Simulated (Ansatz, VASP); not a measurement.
InB2As3 in VASP and in Ansatz

```xyz
6
Lattice="4.7641 0.0000 0.0000 -2.3820 4.1258 0.0000 0.0000 0.0000 5.0727" Properties=species:S:1:pos:R:3 pbc="T T T"
In    0.0000    0.0000    2.5364
B     0.0000    2.7505    2.5364
B     2.3820    1.3753    2.5364
As    0.0000    2.7505    0.0000
As    2.3820    1.3753    0.0000
As    0.0000    0.0000    0.0000
```

Alike in both runs: functional PBE; k mesh 12 × 12 × 8; occupations gaussian, width 0.1 eV; no spin polarisation.

Ansatz relaxed the structure, and its values are those at the end. VASP's run is a single point on that final structure, the one shown.

|  | VASP | Ansatz |
| --- | --- | --- |
| version | VASP 6.6.1 | Ansatz 0.2.0 |
| potentials or method | VASP PAW PBE potentials, release 64 (In_d, B, As), cutoff 520 eV | scalar-relativistic, plane waves, PAW |
| valence electrons in the cell | 34 | 64 |

|  | VASP | Ansatz | Ansatz less VASP |
| --- | --- | --- | --- |
| gap on the k mesh at the Fermi level (eV) | none | none | - |
| pressure (GPa) | 0.1 | 0.0 | -0.14 |

A gap of «none» marks a metal or a gap that the smearing closes. VASP's potentials hold 34 valence electrons a cell and Ansatz's 64, so a difference there can come from the potentials and not from the codes.
